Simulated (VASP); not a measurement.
# TiSi2 (Fddd) in VASP: notebook, part 2 of 2

VASP 6.6.1. The steps go on from the part before.

### Step 3. Single point, PBE+U

Contents of INCAR:

```
PREC     = Accurate       # precision mode
ENCUT    = 520            # plane-wave cutoff, eV
EDIFF    = 1E-6           # SCF threshold, eV
ISMEAR   = -1             # smearing method
SIGMA    = 0.05           # smearing width, eV
LREAL    = False          # projectors in reciprocal space
LASPH    = True           # aspherical terms in the spheres
NELM     = 150            # most SCF steps
ALGO     = Normal         # electronic algorithm
ISIF     = 2              # what is computed and relaxed
LWAVE    = False          # write WAVECAR
LCHARG   = False          # write CHGCAR
LMAXMIX  = 4              # l up to which the mixer works
LDAU     = True           # DFT+U
LDAUTYPE = 2            
LDAUL    = 2 -1           # shell
LDAUU    = 5 0            # U, eV
LDAUJ    = 0 0          
LDAUPRINT= 1            
GGA      = PE             # functional
NBANDS   = 29             # bands
```

Contents of KPOINTS:

```
Automatic mesh
0
Gamma
  7 7 7
```

Contents of POSCAR:

```
TiSi2
1.0
    0.0000000000      4.1175163063      4.2628978354
    2.3895119538      0.0000000000      4.2628978354
    2.3895119538      4.1175163063      0.0000000000
Ti Si
2 4
Direct
    0.7500000000      0.7500000000      0.7500000000
    0.5000000000      0.5000000000      0.5000000000
    0.4125656100      0.0874343900      0.4125656100
    0.0874343900      0.4125656100      0.0874343900
    0.1625656100      0.8374343900      0.1625656100
    0.8374343900      0.1625656100      0.8374343900
```

Potentials or basis: VASP PAW PBE potentials, release 64 (Ti_sv, Si).

The run is started by

```bash
$ cat potpaw_PBE.64/Ti_sv/POTCAR potpaw_PBE.64/Si/POTCAR > POTCAR
$ mpirun -np 1 vasp_std > vasp.out
```

OUTCAR:

```text
PREC = Accurate
   ENCUT = 520
   EDIFF = 1E-6
   ISMEAR = -1
   LREAL = False
   LASPH = True
   NELM = 150
   ISIF = 2
   GGA = PE

 ion  position               nearest neighbor table
   1  0.750  0.750  0.750-   6 2.55   5 2.55   6 2.55   5 2.55   3 2.74   3 2.74   4 2.74   4 2.74
                             3 2.78   4 2.78
   2  0.500  0.500  0.500-   4 2.55   3 2.55   4 2.55   3 2.55   5 2.74   5 2.74   6 2.74   6 2.74
                             5 2.78   6 2.78
   3  0.413  0.087  0.413-   6 2.52   6 2.52   2 2.55   2 2.55   4 2.68   1 2.74   1 2.74   1 2.78
                             4 2.79   4 2.79
   4  0.087  0.413  0.087-   5 2.52   5 2.52   2 2.55   2 2.55   3 2.68   1 2.74   1 2.74   1 2.78
                             3 2.79   3 2.79
   5  0.163  0.837  0.163-   4 2.52   4 2.52   1 2.55   1 2.55   6 2.68   2 2.74   2 2.74   2 2.78
                             6 2.79   6 2.79
   6  0.837  0.163  0.837-   3 2.52   3 2.52   1 2.55   1 2.55   5 2.68   2 2.74   2 2.74   2 2.78
                             5 2.79   5 2.79

  LATTYP: Found a face centered orthorhombic cell.
 ALAT       =     4.7790239076
 B/A-ratio  =     1.7231620456
 C/A-ratio  =     1.7840035613

  Lattice vectors:

 A1 = (   0.0000000000,   4.1175163063,   4.2628978354)
 A2 = (   2.3895119538,   0.0000000000,   4.2628978354)
 A3 = (   2.3895119538,   4.1175163063,   0.0000000000)

Analysis of symmetry for initial positions (statically):
=====================================================================
 Subroutine PRICEL returns:
 Original cell was already a primitive cell.

 Routine SETGRP: Setting up the symmetry group for a
 face centered orthorhombic supercell.

 Subroutine GETGRP returns: Found  8 space group operations
 (whereof  4 operations were pure point group operations)
 out of a pool of  8 trial point group operations.

The static configuration has the point symmetry D_2 .
 The point group associated with its full space group is D_2h.

Analysis of symmetry for dynamics (positions and initial velocities):
=====================================================================
 Subroutine PRICEL returns:
 Original cell was already a primitive cell.

 Routine SETGRP: Setting up the symmetry group for a
 face centered orthorhombic supercell.

 Subroutine GETGRP returns: Found  8 space group operations
 (whereof  4 operations were pure point group operations)
 out of a pool of  8 trial point group operations.

The dynamic configuration has the point symmetry D_2 .
 The point group associated with its full space group is D_2h.

 Subroutine INISYM returns: Found  8 space group operations
 (whereof  4 operations are pure point group operations),
 and found     1 'primitive' translations

----------------------------------------------------------------------------------------
[... 168 lines left out ...]
  o =  0.1783  v =  0.0000  0.0000  0.0000  0.0000  0.0000  0.0000  0.0000 -0.9052  0.0000  0.4250      0.0000  0.0000  0.0000  0.0000  0.0000  0.0000  0.0000  0.0000  0.0000  0.0000
  o =  0.1887  v =  0.0000  0.0000  0.0000  0.0000  0.0000  1.0000  0.0000  0.0000  0.0000  0.0000      0.0000  0.0000  0.0000  0.0000  0.0000  0.0000  0.0000  0.0000  0.0000  0.0000
  o =  0.1887  v =  1.0000  0.0000  0.0000  0.0000  0.0000  0.0000  0.0000  0.0000  0.0000  0.0000      0.0000  0.0000  0.0000  0.0000  0.0000  0.0000  0.0000  0.0000  0.0000  0.0000
  o =  0.1908  v =  0.0000  0.0000  0.0000  0.0000  0.0000  0.0000  1.0000  0.0000  0.0000  0.0000      0.0000  0.0000  0.0000  0.0000  0.0000  0.0000  0.0000  0.0000  0.0000  0.0000
  o =  0.1908  v =  0.0000  1.0000  0.0000  0.0000  0.0000  0.0000  0.0000  0.0000  0.0000  0.0000      0.0000  0.0000  0.0000  0.0000  0.0000  0.0000  0.0000  0.0000  0.0000  0.0000
  o =  0.2362  v =  0.0000  0.0000  0.0000  1.0000  0.0000  0.0000  0.0000  0.0000  0.0000  0.0000      0.0000  0.0000  0.0000  0.0000  0.0000  0.0000  0.0000  0.0000  0.0000  0.0000
  o =  0.2362  v =  0.0000  0.0000  0.0000  0.0000  0.0000  0.0000  0.0000  0.0000  1.0000  0.0000      0.0000  0.0000  0.0000  0.0000  0.0000  0.0000  0.0000  0.0000  0.0000  0.0000

atom =   2  type =  1  l = 2

 onsite density matrix

spin component  1

  0.1887  0.0000  0.0000  0.0000  0.0000
  0.0000  0.1908  0.0000  0.0000  0.0000
  0.0000  0.0000  0.1741  0.0000 -0.0090
  0.0000  0.0000  0.0000  0.2362  0.0000
  0.0000  0.0000 -0.0090  0.0000  0.1592

spin component  2

  0.1887  0.0000  0.0000  0.0000  0.0000
  0.0000  0.1908  0.0000  0.0000  0.0000
  0.0000  0.0000  0.1741  0.0000 -0.0090
  0.0000  0.0000  0.0000  0.2362  0.0000
  0.0000  0.0000 -0.0090  0.0000  0.1592

 occupancies and eigenvectors

  o =  0.1550  v =  0.0000  0.0000 -0.4250  0.0000 -0.9052  0.0000  0.0000  0.0000  0.0000  0.0000      0.0000  0.0000  0.0000  0.0000  0.0000  0.0000  0.0000  0.0000  0.0000  0.0000
  o =  0.1550  v =  0.0000  0.0000  0.0000  0.0000  0.0000  0.0000  0.0000 -0.4250  0.0000 -0.9052      0.0000  0.0000  0.0000  0.0000  0.0000  0.0000  0.0000  0.0000  0.0000  0.0000
  o =  0.1783  v =  0.0000  0.0000 -0.9052  0.0000  0.4250  0.0000  0.0000  0.0000  0.0000  0.0000      0.0000  0.0000  0.0000  0.0000  0.0000  0.0000  0.0000  0.0000  0.0000  0.0000
  o =  0.1783  v =  0.0000  0.0000  0.0000  0.0000  0.0000  0.0000  0.0000 -0.9052  0.0000  0.4250      0.0000  0.0000  0.0000  0.0000  0.0000  0.0000  0.0000  0.0000  0.0000  0.0000
  o =  0.1887  v =  0.0000  0.0000  0.0000  0.0000  0.0000  1.0000  0.0000  0.0000  0.0000  0.0000      0.0000  0.0000  0.0000  0.0000  0.0000  0.0000  0.0000  0.0000  0.0000  0.0000
  o =  0.1887  v =  1.0000  0.0000  0.0000  0.0000  0.0000  0.0000  0.0000  0.0000  0.0000  0.0000      0.0000  0.0000  0.0000  0.0000  0.0000  0.0000  0.0000  0.0000  0.0000  0.0000
  o =  0.1908  v =  0.0000  0.0000  0.0000  0.0000  0.0000  0.0000  1.0000  0.0000  0.0000  0.0000      0.0000  0.0000  0.0000  0.0000  0.0000  0.0000  0.0000  0.0000  0.0000  0.0000
  o =  0.1908  v =  0.0000  1.0000  0.0000  0.0000  0.0000  0.0000  0.0000  0.0000  0.0000  0.0000      0.0000  0.0000  0.0000  0.0000  0.0000  0.0000  0.0000  0.0000  0.0000  0.0000
  o =  0.2362  v =  0.0000  0.0000  0.0000  1.0000  0.0000  0.0000  0.0000  0.0000  0.0000  0.0000      0.0000  0.0000  0.0000  0.0000  0.0000  0.0000  0.0000  0.0000  0.0000  0.0000
  o =  0.2362  v =  0.0000  0.0000  0.0000  0.0000  0.0000  0.0000  0.0000  0.0000  1.0000  0.0000      0.0000  0.0000  0.0000  0.0000  0.0000  0.0000  0.0000  0.0000  0.0000  0.0000

 number of electron      40.0000003 magnetization

 Free energy of the ion-electron system (eV)
  ---------------------------------------------------
  ext. energy  EPLUGINS =         0.00000000
  ---------------------------------------------------
  free energy    TOTEN  =       -32.73551905 eV

  energy without entropy =      -32.71568586  energy(sigma->0) =      -32.72560245

 E-fermi :  10.5767     XC(G=0): -11.7546

 val. band max:       10.5656104162   @ k =   0.0000   0.4286   0.4286
 cond. band min:      10.5773092803   @ k =  -0.2857   0.1429  -0.0000
 fundamental gap:      0.0116988641
 Fermi energy:        10.5767136482

 k-point     1 :       0.0000    0.0000    0.0000
  band No.  band energies     occupation
      1     -47.1494      2.00000
      2     -47.1225      2.00000
      3     -23.4905      2.00000
      4     -23.4490      2.00000
      5     -23.3852      2.00000
      6     -23.3675      2.00000
[... 757 lines left out ...]
     28      14.5266      0.00000
     29      14.5868      0.00000

 [... further k-points ...]
[... 5 lines left out ...]
  --------------------------------------------------------------------------------------
  -------------------------------------------------------------------------------------
  Total        4.5657110      3.4949561      4.8743464      0.0000000      0.0000000      0.0000000
  in kB       87.2046296     66.7533163     93.0995367      0.0000000      0.0000000      0.0000000
  external PRESSURE =      82.3524942 kB  Pullay stress =       0.0000000 kB

 VOLUME and BASIS-vectors are now :
 -----------------------------------------------------------------------------
  energy-cutoff  :      520.00
  volume of cell :       83.88
      direct lattice vectors                 reciprocal lattice vectors
     0.000000000  4.117516306  4.262897835    -0.209247750  0.121432427  0.117291106
     2.389511954  0.000000000  4.262897835     0.209247750 -0.121432427  0.117291106
     2.389511954  4.117516306  0.000000000     0.209247750  0.121432427 -0.117291106

 POSITION                                       TOTAL-FORCE (eV/Angst)
 -----------------------------------------------------------------------------------
      3.58427      6.17627      6.39435         0.000000      0.000000      0.000000
      2.38951      4.11752      4.26290        -0.000000      0.000000     -0.000000
      1.19476      3.39749      2.13145        -0.000000     -0.147982     -0.000000
      1.19476      0.72003      2.13145        -0.000000      0.147982     -0.000000
      2.38951      1.33873      4.26290         0.000000     -0.147982      0.000000
      2.38951      6.89630      4.26290         0.000000      0.147982      0.000000
 -----------------------------------------------------------------------------------
    total drift:                               -0.000000     -0.000000      0.000000

  FREE ENERGIE OF THE ION-ELECTRON SYSTEM (eV)
  ---------------------------------------------------
  free  energy   TOTEN  =       -32.7355190459 eV

  energy  without entropy=      -32.7156858573  energy(sigma->0) =      -32.72560245
```

It took 71 s on 1 thread of Intel Xeon 6975P-C (Granite Rapids), shared host; peak memory 0.3 GiB.

What came out:

| Item | Value |
| --- | --- |
| Free energy | -32.7355 eV |
| Pressure | 8.2 GPa |
| Largest force | 0.148 eV/Å |
| Band gap on the k mesh | zero (band 20 reaches 11.33 eV, above the bottom of band 21 at 9.37 eV) |

Forces in eV/Å, atoms in the order of the input:
```
Ti   0.000  0.000  0.000
Ti   0.000  0.000  0.000
Si   0.000 -0.148  0.000
Si   0.000  0.148  0.000
Si   0.000 -0.148  0.000
Si   0.000  0.148  0.000
```

Eigenvalues of the final occupation matrices:
```
    site  spin  trace               eigenvalues
site 1 d     1   0.95  0.15 0.18 0.19 0.19 0.24
site 1 d     2   0.95  0.15 0.18 0.19 0.19 0.24
site 2 d     1   0.95  0.15 0.18 0.19 0.19 0.24
site 2 d     2   0.95  0.15 0.18 0.19 0.19 0.24
```

Caveat: U without spin polarisation on a metal has little footing; the U is typed as a test and isn't derived for this compound.

### Step 4. Single point, PBE+U

Contents of INCAR:

```
SYSTEM = TiSi2
  PREC = Accurate
  ENCUT = 520
  EDIFF = 1E-6
  ISMEAR = -1
  SIGMA = 0.05
  LREAL = .FALSE.
  LASPH = .TRUE.
  NELM = 150
  ALGO = Normal
  ISIF = 2
  LWAVE = .FALSE.
  LCHARG = .FALSE.
  LMAXMIX = 4
  LDAU = .TRUE.
  LDAUTYPE = 2
  LDAUL = 2 -1
  LDAUU = 8 0
  LDAUJ = 0 0
  LDAUPRINT = 1
  GGA = PE
  NBANDS = 29
```

Contents of KPOINTS:

```
regular mesh
0
G
  7 7 7
  0 0 0
```

POSCAR is that of step 3.

Potentials or basis: VASP PAW PBE potentials, release 64 (Ti_sv, Si).

The run is started by

```bash
$ cat potpaw_PBE.64/Ti_sv/POTCAR potpaw_PBE.64/Si/POTCAR > POTCAR
$ mpirun -np 1 vasp_std > vasp.out
```

OUTCAR:

```text
SYSTEM = TiSi2
   PREC = Accurate
   ENCUT = 520
   EDIFF = 1E-6
   ISMEAR = -1
   LREAL = .FALSE.
   LASPH = .TRUE.
   NELM = 150
   ISIF = 2
   GGA = PE

 ion  position               nearest neighbor table
   1  0.750  0.750  0.750-   6 2.55   5 2.55   6 2.55   5 2.55   3 2.74   3 2.74   4 2.74   4 2.74
                             3 2.78   4 2.78
   2  0.500  0.500  0.500-   4 2.55   3 2.55   4 2.55   3 2.55   5 2.74   5 2.74   6 2.74   6 2.74
                             5 2.78   6 2.78
   3  0.413  0.087  0.413-   6 2.52   6 2.52   2 2.55   2 2.55   4 2.68   1 2.74   1 2.74   1 2.78
[... 1055 lines left out ...]
  -------------------------------------------------------------------------------------
  Total        6.7094507      5.5380226      6.9023573      0.0000000      0.0000000      0.0000000
  in kB      128.1498481    105.7756869    131.8343442      0.0000000      0.0000000      0.0000000
  external PRESSURE =     121.9199597 kB  Pullay stress =       0.0000000 kB

 VOLUME and BASIS-vectors are now :
 -----------------------------------------------------------------------------
  energy-cutoff  :      520.00
  volume of cell :       83.88
      direct lattice vectors                 reciprocal lattice vectors
     0.000000000  4.117516306  4.262897835    -0.209247750  0.121432427  0.117291106
     2.389511954  0.000000000  4.262897835     0.209247750 -0.121432427  0.117291106
     2.389511954  4.117516306  0.000000000     0.209247750  0.121432427 -0.117291106

 POSITION                                       TOTAL-FORCE (eV/Angst)
 -----------------------------------------------------------------------------------
      3.58427      6.17627      6.39435         0.000000      0.000000      0.000000
      2.38951      4.11752      4.26290        -0.000000      0.000000     -0.000000
      1.19476      3.39749      2.13145         0.000000     -0.247186     -0.000000
      1.19476      0.72003      2.13145         0.000000      0.247186     -0.000000
      2.38951      1.33873      4.26290        -0.000000     -0.247186     -0.000000
      2.38951      6.89630      4.26290        -0.000000      0.247186     -0.000000
 -----------------------------------------------------------------------------------
    total drift:                               -0.000000     -0.000000      0.000000

  FREE ENERGIE OF THE ION-ELECTRON SYSTEM (eV)
  ---------------------------------------------------
  free  energy   TOTEN  =       -28.2608309972 eV

  energy  without entropy=      -28.2412948180  energy(sigma->0) =      -28.25106291
```

It took 2 min on 1 thread of Intel Xeon 6975P-C (Granite Rapids), shared host; peak memory 0.3 GiB.

Results:

| Item | Value |
| --- | --- |
| Free energy | -28.2608 eV |
| Pressure | 12.2 GPa |
| Largest force | 0.247 eV/Å |
| Band gap on the k mesh | zero (band 20 reaches 11.52 eV, above the bottom of band 21 at 9.53 eV) |

Forces in eV/Å, atoms in the order of the input:
```
Ti   0.000  0.000  0.000
Ti   0.000  0.000  0.000
Si   0.000 -0.247  0.000
Si   0.000  0.247  0.000
Si   0.000 -0.247  0.000
Si   0.000  0.247  0.000
```

Eigenvalues of the final occupation matrices:
| site | spin | trace | eigenvalues |
| --- | --- | --- | --- |
| site 1 d | 1 | 0.89 | 0.14 0.16 0.18 0.18 0.24 |
| site 1 d | 2 | 0.89 | 0.14 0.16 0.18 0.18 0.24 |
| site 2 d | 1 | 0.89 | 0.14 0.16 0.18 0.18 0.24 |
| site 2 d | 2 | 0.89 | 0.14 0.16 0.18 0.18 0.24 |

Caveat: U without spin polarisation on a metal has little footing; the U is typed as a test and isn't derived for this compound.

### Step 5. Single point, PBE

This run uses another cell than the first one, of 14.17 Å³/atom, 1.013 times its volume.

Contents of INCAR:

```
SYSTEM = TiSi2
ALGO = Normal ; EDIFF = 1E-6
ENCUT = 520 ; GGA = PE
ISIF = 2 ; ISMEAR = -1
LASPH = .True. ; LCHARG = .False.
LREAL = .False. ; LWAVE = .False.
NBANDS = 29 ; NELM = 60
PREC = Accurate ; SIGMA = 0.05
```

Contents of KPOINTS:

```
k-points
0
Gamma
  7 7 7
  0 0 0
```

Contents of POSCAR:

```
TiSi2
1.0
    0.0000000000      4.1235894549      4.2889882394
    2.4030242141      0.0000000000      4.2889882394
    2.4030242141      4.1235894549      0.0000000000
Ti Si
2 4
Direct
    0.7500000000      0.7500000000      0.7500000000
    0.5000000000      0.5000000000      0.5000000000
    0.4127811110      0.0872188890      0.4127811110
    0.0872188890      0.4127811110      0.0872188890
    0.1627811110      0.8372188890      0.1627811110
    0.8372188890      0.1627811110      0.8372188890
```

The run is started by

```bash
$ cat potpaw_PBE.64/Ti_sv/POTCAR potpaw_PBE.64/Si/POTCAR > POTCAR
$ mpirun -np 1 vasp_std > vasp.out
```

Run time: 4.2 min. Hardware: 1 thread of AMD EPYC 7R43 (Zen 3), shared host; peak memory 0.27 GiB.

The run converged. Its results:

```yaml
Free_energy: -40.7006 eV
Pressure: 0.0 GPa
Band_gap_on_the_k_mesh: zero (band 20 reaches 10.74 eV, above the bottom of band 21 at 8.96 eV)
```

Levels at points of the mesh, in eV from the Fermi level:
| k point | band 18 | band 19 | band 20 | band 21 | band 22 | band 23 |
| --- | --- | --- | --- | --- | --- | --- |
| (0.00, 0.00, 0.00) | -2.05 | -1.77 | -1.33 | -0.90 | 2.03 | 3.06 |

### Step 6. Single point, PBE

This run uses another cell than the first one, of 14.18 Å³/atom, 1.014 times its volume.

Contents of INCAR:

```
PREC = Accurate ; ENCUT = 520
EDIFF = 1E-7 ; ISMEAR = -1
SIGMA = 0.05 ; LREAL = False
LASPH = True ; NELM = 60
ALGO = Normal ; ISIF = 2
LWAVE = False ; LCHARG = False
GGA = PE ; NBANDS = 29
```

Contents of KPOINTS:

```
Automatic mesh
0
Gamma
  7 7 7
```

Contents of POSCAR:

```
TiSi2
1.0
    0.0000000000      4.1254182030      4.2894632485
    2.4043311677      0.0000000000      4.2894632485
    2.4043311677      4.1254182030      0.0000000000
Ti Si
2 4
Direct
    0.7500000000      0.7500000000      0.7500000000
    0.5000000000      0.5000000000      0.5000000000
    0.4127023798      0.0872976202      0.4127023798
    0.0872976202      0.4127023798      0.0872976202
    0.1627023798      0.8372976202      0.1627023798
    0.8372976202      0.1627023798      0.8372976202
```

Potentials or basis: VASP PAW PBE potentials, release 64 (Ti_sv, Si).

The run is started by

```bash
$ cat potpaw_PBE.64/Ti_sv/POTCAR potpaw_PBE.64/Si/POTCAR > POTCAR
$ mpirun -np 1 vasp_std > vasp.out
```

Wall time 4.8 min (1 thread of AMD EPYC 7R43 (Zen 3), shared host); peak memory 0.27 GiB.

Results (log left out):

```
Free energy            : -40.7006 eV
Pressure               : -0.2 GPa
Largest force          : 0.004 eV/Å
Band gap on the k mesh : zero (band 20 reaches 10.72 eV, above the bottom of band 21 at 8.94 eV)
```

Forces in eV/Å, atoms in the order of the input:
```
Ti   0.000  0.000  0.000
Ti   0.000  0.000  0.000
Si   0.000  0.004  0.000
Si   0.000 -0.004  0.000
Si   0.000  0.004  0.000
Si   0.000 -0.004  0.000
```

Stress tensor (GPa, compression positive):
```
-0.24  0.00  0.00
 0.00 -0.18  0.00
 0.00  0.00 -0.13
```

Levels at points of the mesh, in eV from the Fermi level:
```
           k point  band 16  band 17  band 18  band 19  band 20  band 21  band 22  band 23  band 24  band 25
(0.00, 0.00, 0.00)    -2.51    -2.25    -2.06    -1.78    -1.33    -0.90     2.03     3.05     3.25     3.37
```

### Step 7. Summary

```csv
task,level,potentials or basis,U,cell,cutoff (eV),gap on the mesh (eV),pressure (GPa),largest force (eV/Å)
relaxation of cell and atoms,LDA,"VASP PAW LDA potentials, release 64 (Ti_sv, Si)",-,"relaxed from a = 5.927, b = 4.887, c = 4.761 Å, angles 75.8, 53.1, 51.1°, 6 atoms",600,none,0.0,-
single point,PBE+U,"VASP PAW PBE potentials, release 64 (Ti_sv, Si)",Ti d U = 5.0 eV,"a = 5.927, b = 4.887, c = 4.761 Å, angles 75.8, 53.1, 51.1°, 6 atoms",520,none,8.2,0.15
single point,PBE+U,"VASP PAW PBE potentials, release 64 (Ti_sv, Si)",Ti d U = 8.0 eV,"a = 5.927, b = 4.887, c = 4.761 Å, angles 75.8, 53.1, 51.1°, 6 atoms",520,none,12.2,0.25
single point,PBE,"VASP PAW PBE potentials, release 64 (Ti_sv, Si)",-,"a = 5.950, b = 4.916, c = 4.773 Å, angles 75.8, 53.2, 51.0°, 6 atoms",520,none,0.0,-
single point,PBE,"VASP PAW PBE potentials, release 64 (Ti_sv, Si)",-,"a = 5.951, b = 4.917, c = 4.775 Å, angles 75.7, 53.2, 51.0°, 6 atoms",520,none,-0.2,-
```

Alike in all rows: no spin polarisation; k mesh 7 × 7 × 7; smearing fermi-dirac 0.05 eV.

Caveats: U without spin polarisation on a metal has little footing (some runs); the U is typed as a test and isn't derived for this compound (some runs).

Absolute energies hang on the potentials; compare differences alone.
